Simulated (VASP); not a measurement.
Here is a VASP 6.6.1 calculation.

Contents of INCAR:

```
SYSTEM = NaTbC
  ALGO = Normal
  EDIFF = 1E-7
  EDIFFG = -0.04
  ENCUT = 600
  GGA = PE
  GGA_COMPAT = .False.
  IBRION = 2
  ISIF = 3
  ISMEAR = 0
  LASPH = .True.
  LCHARG = .False.
  LMAXMIX = 6
  LREAL = .False.
  LWAVE = .False.
  NELM = 200
  NELMIN = 4
  NSW = 90
  PREC = Accurate
  SIGMA = 0.1
```

File KPOINTS:

```
k-points
0
Gamma
  4 4 6
  0 0 0
```

POSCAR

```
NaTbC
1.0
    2.8027276200     -3.2156407200      0.0000000000
    2.8027276200      3.2156407200      0.0000000000
    0.0000000000      0.0000000000      3.5318641000
Na Tb C
1 1 1
Direct
    0.0000000000      0.0000000000      0.0000000000
    0.5000000000      0.5000000000      0.0000000000
    0.5000000000      0.5000000000      0.5000000000
```

Potentials or basis: VASP PAW PBE potentials, release 64 (Na_pv, Tb_3, C), 4f in core.

The run is started by

```console
$ cat potpaw_PBE.64/Na_pv/POTCAR potpaw_PBE.64/Tb_3/POTCAR potpaw_PBE.64/C/POTCAR > POTCAR
$ mpirun -np 1 vasp_std > vasp.out
```

Q: What does it give for the band gap on the k mesh?

A: Zero (bands 10 and 11 overlap by 1.75 eV).

Q: Predict the space group after relaxing (to 0.1 Å).

A: P4/mmm (No. 123).

Q: What does it give for the relaxed cell?

A: a = 4.957 Å, b = 4.957 Å, c = 4.241 Å, α = 90.00°, β = 90.00°, γ = 90.08°.

Stress tensor (GPa, compression positive):
```
-0.09  0.00  0.00
 0.00  0.06  0.00
 0.00  0.00  0.18
```

Caveat: the k points lie up to 0.32 Å⁻¹ apart in the final cell, too coarse for converged energies and pressures of a metal; spin-orbit coupling is left out, which moves the levels of the heavy elements; the 4f electrons are frozen in the core, so they carry no moment and show no levels. Spin polarisation is off, so any magnetic state and its effect on volume and gap are missing.
